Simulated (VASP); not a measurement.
Hf3S5: single point with PBE

Crystal: Hf3S5.

```
CELL_PARAMETERS angstrom
5.22598 0.00000 0.00000
0.00000 5.22598 0.00000
0.00000 0.00000 5.22598
ATOMIC_POSITIONS crystal
Hf 0.50000 0.00000 0.00000
Hf 0.00000 0.50000 0.00000
Hf 0.00000 0.00000 0.50000
S 0.00000 0.50000 0.50000
S 0.50000 0.00000 0.50000
S 0.50000 0.50000 0.00000
S 0.00000 0.00000 0.00000
S 0.50000 0.50000 0.50000
```

The cell was generated, and may not be a known phase.

```
Program             : VASP 6.6.1
Task                : single point
Functional          : PBE
Potentials or basis : VASP PAW PBE potentials, release 64 (Hf_pv, S)
Cutoff              : 520 eV
k mesh              : 3 × 3 × 3
Occupations         : gaussian, width 0.2 eV
Spin                : no spin polarisation
```

The pressure is -0.9 GPa and the band gap on the k mesh is zero (bands 30 and 31 overlap by 0.20 eV).

Levels at points of the mesh, in eV from the Fermi level:
```csv
k point,band 26,band 27,band 28,band 29,band 30,band 31,band 32,band 33,band 34,band 35
"(0.00, 0.00, 0.00)",-3.18,-2.73,-2.73,-2.73,-0.03,-0.03,0.00,0.00,0.00,0.98
```

It took 47 s on 1 thread of Intel Xeon 8259CL, with other jobs on the host, peak memory 0.24 GiB.

Caveat: the k points lie up to 0.40 Å⁻¹ apart; spin-orbit coupling is left out, which moves the levels of the heavy elements.
